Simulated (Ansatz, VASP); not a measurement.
**One calculation of Al2O3, two programs**

```
Al O
1.0
     2.38025    1.37424    4.33187
    -2.38025    1.37424    4.33187
     0.00000   -2.74848    4.33187
Al O
4 6
Cartesian
  0.0000 0.0000 11.0743
  0.0000 0.0000 8.4191
  0.0000 0.0000 1.9213
  0.0000 0.0000 4.5765
  -1.6503 -0.1099 5.4148
  0.7300 1.4841 5.4148
  0.9203 -1.3742 5.4148
  1.6503 0.1099 7.5808
  -0.7300 -1.4841 7.5808
  -0.9203 1.3742 7.5808
```

Alike in both runs: functional LDA; k mesh 7 × 7 × 7; occupations fermi-dirac, width 0.05 eV; no spin polarisation.

|  | VASP | Ansatz |
| --- | --- | --- |
| version | VASP 6.6.1 | Ansatz 0.2.0 |
| potentials or method | VASP PAW LDA potentials, release 64 (Al, O) | Ansatz PAW |
| plane-wave cutoff (eV) | 520 | 420 |
| valence electrons in the cell | 48 | 48 |
| task | single point | band structure |

|  | VASP | Ansatz | Ansatz less VASP |
| --- | --- | --- | --- |
| gap on the k mesh at the Fermi level (eV) | 6.17 | 6.16 | -0.006 |
| least direct gap on the mesh (eV) | 6.17 | 6.16 | -0.006 |
| pressure (GPa) | -4.6 | -5.3 | -0.73 |
| traceless stress, the component that is largest in VASP (GPa) | -0.28 | -0.13 | +0.148 |
| rms of the force components (eV/Å) | 0.059 | 0.053 | -0.0064 |

LDA's correlation is that of Perdew and Zunger in VASP and of Perdew and Wang (1992) in Ansatz. Atom by atom the forces differ by 0.007 eV/Å (rms over components).

Noted on Ansatz's run: Pulay correction over one GPa.
